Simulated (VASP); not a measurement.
# Rb4ErP (F-43m) in VASP: relaxation of cell and atoms with PBE

Aim: the relaxation of cell and atoms of Rb4ErP with PBE.

All numbers are computed with VASP 6.6.1; they aren't measurements. Logs are shortened: lines on timing, memory, paths and dates and some standing lists are left out, and cuts for length are marked.

## (1) The cell of the first run

It takes space group F-43m (No. 216, cubic). The conventional cell has a = 9.975 Å, b = 9.975 Å, c = 9.975 Å, α = 90.00°, β = 90.00°, γ = 90.00°. Rb (site symmetry 3m) has 6 Rb at 3.52 to 3.53 Å and 3 Er at 4.14 Å and 3 P at 4.14 Å within 4.6 Å. Er (site symmetry -43m) has 12 Rb at 4.14 Å and 4 P at 4.32 Å within 5.4 Å. Within 5.4 Å of P (site symmetry -43m) lie 12 Rb at 4.14 Å and 4 Er at 4.32 Å.

The cell was generated, and may not be a known phase.

## (2) Relaxation of cell and atoms, PBE

INCAR

```
  PREC = Accurate
  ENCUT = 500
  EDIFF = 1E-7
  ISMEAR = 0
  SIGMA = 0.1
  LREAL = F
  LASPH = T
  NELM = 200
  ALGO = Normal
  ISIF = 3
  LWAVE = F
  LCHARG = F
  GGA = PE
  IBRION = 2
  NSW = 100
  EDIFFG = -0.01
  GGA_COMPAT = F
  NELMIN = 4
  LMAXMIX = 6
```

KPOINTS

```
Automatic mesh
0
Gamma
  8 8 8
```

POSCAR

```
Rb4ErP
1.0
    0.0000000000      4.9877359100      4.9877359100
    4.9877359100      0.0000000000      4.9877359100
    4.9877359100      4.9877359100      0.0000000000
Rb Er P
4 1 1
Direct
    0.8751148600      0.3746554300      0.8751148600
    0.8751148600      0.8751148600      0.8751148600
    0.3746554300      0.8751148600      0.8751148600
    0.8751148600      0.8751148600      0.3746554300
    0.2500000000      0.2500000000      0.2500000000
    0.5000000000      0.5000000000      0.5000000000
```

Potentials or basis: VASP PAW PBE potentials, release 64 (Rb_sv, Er_3, P), 4f in core.

Command:

```sh
> cat potpaw_PBE.64/Rb_sv/POTCAR potpaw_PBE.64/Er_3/POTCAR potpaw_PBE.64/P/POTCAR > POTCAR
> mpirun -np 1 vasp_std > vasp.out
```

OUTCAR:

```text
PREC = Accurate
   ENCUT = 500
   EDIFF = 1E-7
   ISMEAR = 0
   LREAL = F
   LASPH = T
   NELM = 200
   ISIF = 3
   GGA = PE
   IBRION = 2
   NSW = 100
   EDIFFG = -0.01
   NELMIN = 4

 ion  position               nearest neighbor table
   1  0.875  0.375  0.875-   2 3.52   3 3.52   4 3.52   4 3.53   2 3.53   3 3.53   5 4.14   5 4.14
                             5 4.14   6 4.14   6 4.14   6 4.14
   2  0.875  0.875  0.875-   1 3.52   3 3.52   4 3.52   4 3.53   1 3.53   3 3.53   5 4.14   5 4.14
                             5 4.14   6 4.14   6 4.14   6 4.14
   3  0.375  0.875  0.875-   1 3.52   2 3.52   4 3.52   2 3.53   4 3.53   1 3.53   5 4.14   5 4.14
                             5 4.14   6 4.14   6 4.14   6 4.14
   4  0.875  0.875  0.375-   1 3.52   2 3.52   3 3.52   2 3.53   1 3.53   3 3.53   5 4.14   5 4.14
                             5 4.14   6 4.14   6 4.14   6 4.14
   5  0.250  0.250  0.250-   1 4.14   3 4.14   4 4.14   2 4.14   2 4.14   2 4.14   1 4.14   4 4.14
                             3 4.14   1 4.14   3 4.14   4 4.14
   6  0.500  0.500  0.500-   3 4.14   4 4.14   1 4.14   4 4.14   1 4.14   3 4.14   2 4.14   2 4.14
                             2 4.14   1 4.14   3 4.14   4 4.14

  LATTYP: Found a face centered cubic cell.
 ALAT       =     9.9754718200

  Lattice vectors:

 A1 = (   0.0000000000,   4.9877359100,   4.9877359100)
 A2 = (   4.9877359100,   0.0000000000,   4.9877359100)
 A3 = (   4.9877359100,   4.9877359100,   0.0000000000)

Analysis of symmetry for initial positions (statically):
=====================================================================
 Subroutine PRICEL returns:
 Original cell was already a primitive cell.

 Routine SETGRP: Setting up the symmetry group for a
 face centered cubic supercell.

 Subroutine GETGRP returns: Found 24 space group operations
 (whereof 24 operations were pure point group operations)
 out of a pool of 48 trial point group operations.

The static configuration has the point symmetry T_d .

Analysis of symmetry for dynamics (positions and initial velocities):
=====================================================================
 Subroutine PRICEL returns:
 Original cell was already a primitive cell.

 Routine SETGRP: Setting up the symmetry group for a
 face centered cubic supercell.

 Subroutine GETGRP returns: Found 24 space group operations
 (whereof 24 operations were pure point group operations)
 out of a pool of 48 trial point group operations.

The dynamic configuration has the point symmetry T_d .

 Subroutine INISYM returns: Found 24 space group operations
 (whereof 24 operations are pure point group operations),
[... 110 lines left out ...]
   ISIF   =      3    stress and relaxation
   ISYM   =      2    0-nonsym 1-usesym 2-fastsym
   POTIM  = 0.5000    time-step for ionic-motion
   TEBEG  =    0.0;   TEEND  =   0.0 temperature during run
   PSTRESS=    0.0 pullay stress
   NELECT =      50.0000    total number of electrons
   NUPDOWN=      -1.0000    fix difference up-down
   EMIN   =  10.00;   EMAX   =-10.00  energy-range for DOS
   EFERMI =   0.00;   METHOD = LEGACY
   ISMEAR =     0;   SIGMA  =   0.10  broadening in eV -4-tet -1-fermi 0-gaus
   EFERMI_NEDOS =   21; number of points for ismear=-14 and -15
   IALGO  =     38    algorithm
   IMIX   =      4    mixing-type and parameters
     AMIX     =   0.40;   BMIX     =  1.00
     AMIX_MAG =   1.60;   BMIX_MAG =  1.00
  volume/ion in A,a.u.               =      41.36       279.12
  Fermi-wavevector in a.u.,A,eV,Ry     =   0.959735  1.813636 12.532210  0.921091
  Thomas-Fermi vector in A             =   2.088957
   LORBIT       =      0    0 simple, 1 ext, 2 COOP (PROOUT), +10 PAW based schemes
   GGA     = PE    functional components
   LHFCALC =     F    Hartree Fock is set to
   AEXX    =    0.0000 exact exchange contribution
   IVDW    =     0    specifies the selected vdW correction
   LEPSILON=     F    determine dielectric tensor
   LRPA    =     F    only Hartree local field effects (RPA)
 conjugate gradient relaxation of ions
 non-spin polarized calculation
 Gauss-broadening in eV      SIGMA  =   0.10
  energy-cutoff  :      500.00
  volume of cell :      248.16
 maximum number of plane-waves:      6346
 NGX is ok and might be reduce to    54
   NGX = 25   NGY = 25   NGZ = 25

--------------------------------------- Ionic step        1  -------------------------------------------

 number of electron      50.0000001 magnetization

 Free energy of the ion-electron system (eV)
  ---------------------------------------------------
  ext. energy  EPLUGINS =         0.00000000
  ---------------------------------------------------
  free energy    TOTEN  =        -8.68551621 eV

  energy without entropy =       -8.65580487  energy(sigma->0) =       -8.67066054

------------------------ aborting loop because EDIFF is reached ----------------------------------------

  FORCE on cell =-STRESS in cart. coord.  units (eV):
  Direction    XX          YY          ZZ          XY          YZ          ZX
  --------------------------------------------------------------------------------------
  -------------------------------------------------------------------------------------
  Total        2.5710461      2.5710461      2.5710461      0.0000000      0.0000000     -0.0000000
  in kB       16.5989302     16.5989302     16.5989302      0.0000000      0.0000000     -0.0000000
  external PRESSURE =      16.5989302 kB  Pullay stress =       0.0000000 kB
[... 227 lines left out ...]
--------------------------------------- Ionic step        7  -------------------------------------------

 number of electron      50.0000001 magnetization

 Free energy of the ion-electron system (eV)
  ---------------------------------------------------
  ext. energy  EPLUGINS =         0.00000000
  ---------------------------------------------------
  free energy    TOTEN  =        -8.92900104 eV

  energy without entropy =       -8.90810670  energy(sigma->0) =       -8.91855387

 E-fermi :   1.3983     XC(G=0):  -7.2709

 val. band max:        1.3936787216   @ k =   0.2500   0.2500   0.0000
 cond. band min:       1.4327463503   @ k =   0.3750   0.2500   0.0000
 fundamental gap:      0.0390676287
 Fermi energy:         1.3982608500

 k-point     1 :       0.0000    0.0000    0.0000
  band No.  band energies     occupation
      1     -27.6024      2.00000
      2     -27.4742      2.00000
      3     -27.4742      2.00000
      4     -27.4742      2.00000
      5     -25.7096      2.00000
      6     -25.7096      2.00000
[... 781 lines left out ...]
     29       1.8197      0.00000
     30       2.0847      0.00000

 [... further k-points ...]
[... 5 lines left out ...]
  --------------------------------------------------------------------------------------
  -------------------------------------------------------------------------------------
  Total        0.0003431      0.0003431      0.0003431     -0.0000000      0.0000000      0.0000000
  in kB        0.0018870      0.0018870      0.0018870     -0.0000000      0.0000000      0.0000000
  external PRESSURE =       0.0018870 kB  Pullay stress =       0.0000000 kB
[... 21 lines left out ...]
  FREE ENERGIE OF THE ION-ELECTRON SYSTEM (eV)
  ---------------------------------------------------
  free  energy   TOTEN  =        -8.9290010388 eV

  energy  without entropy=       -8.9081066995  energy(sigma->0) =       -8.91855387

 reached required accuracy - stopping structural energy minimisation
```

Run time: 19 min. Hardware: 1 thread of AMD EPYC 9R45 (Zen 5), shared host; peak memory 0.52 GiB.

What came out:

```yaml
Free_energy: -8.9290 eV
Relaxed_volume: 48.55 Å³/atom
Relaxed_cell: a = 7.441 Å, b = 7.441 Å, c = 7.441 Å, α = 60.00°, β = 60.00°, γ = 60.00°
Space_group_after_relaxing_to_0.1_Å: F-43m (No. 216)
Energy_gained_by_relaxing: 40.6 meV/atom
Ionic_steps: 7
Pressure_after_relaxing: 0.0 GPa
Band_gap_on_the_k_mesh: zero (bands 25 and 26 overlap by 0.05 eV)
```

Step by step:
| step | energy change (eV) | largest force (eV/Å) | pressure (GPa) | volume (Å³) |
| --- | --- | --- | --- | --- |
| 1 | 0.0000 | 0.4035 | 1.66 | 248.16 |
| 2 | -0.1511 | 0.2567 | 0.92 | 263.88 |
| 3 | -0.2321 | 0.0593 | -0.27 | 303.12 |
| 4 | -0.2432 | 0.0108 | -0.04 | 293.25 |
| 5 | -0.2433 | 0.0194 | -0.01 | 292.07 |
| 6 | -0.2434 | 0.0136 | -0.01 | 291.85 |
| 7 | -0.2435 | 0.0008 | 0.00 | 291.31 |

Final structure:
```yaml
crystal:
  lattice:
    - [0.00000, 5.26152, 5.26152]
    - [5.26152, 0.00000, 5.26152]
    - [5.26152, 5.26152, 0.00000]
  atoms:
    - { symbol: Rb, position: [0.87184, 0.38447, 0.87184] }
    - { symbol: Rb, position: [0.87184, 0.87184, 0.87184] }
    - { symbol: Rb, position: [0.38447, 0.87184, 0.87184] }
    - { symbol: Rb, position: [0.87184, 0.87184, 0.38447] }
    - { symbol: Er, position: [0.25000, 0.25000, 0.25000] }
    - { symbol: P, position: [0.50000, 0.50000, 0.50000] }
```

Caveat: the volume moved by over 15 % at a fixed basis, so the end points are rough; spin-orbit coupling is left out, which moves the levels of the heavy elements; the 4f electrons are frozen in the core, so they carry no moment and show no levels. Spin polarisation is off, so any magnetic state and its effect on volume and gap are missing.

The gap in the log of VASP goes by the Fermi energy; the results here count the filled bands.